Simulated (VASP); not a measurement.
P, 1 atom in the cell. The structure is cubic, space group Fm-3m (No. 225). Conventional cell: a = 3.820 Å, b = 3.820 Å, c = 3.820 Å, α = 90.00°, β = 90.00°, γ = 90.00°. P (site symmetry m-3m) has 12 P at 2.70 Å within 3.6 Å. This isn't the form of P at room conditions, which is orthorhombic.

* Program: VASP 6.6.1
* Task: single point
* Functional: LDA
* Potentials or basis: VASP PAW LDA potentials, release 64 (P)
* Cutoff: 520 eV
* k mesh: 19 × 19 × 19
* Occupations: fermi-dirac, width 0.02 eV
* Spin: no spin polarisation
* Dipole correction: no
* Further INCAR settings: ALGO = Normal; EDIFF = 1e-07; NBANDS = 8

Potentials or basis: VASP PAW LDA potentials, release 64 (P).

Command:

```bash
$ cat potpaw_LDA.64/P/POTCAR > POTCAR
$ mpirun -np 1 vasp_std > vasp.out
```

Hardware: 1 thread of Intel Xeon 8259CL, with other jobs on the host.

Q: How long does it take, and how much memory?

A: Wall time 20 s on 1 thread of Intel Xeon 8259CL (shared host), peak memory 0.13 GiB. Counts: scf iterations 9, k points 220.
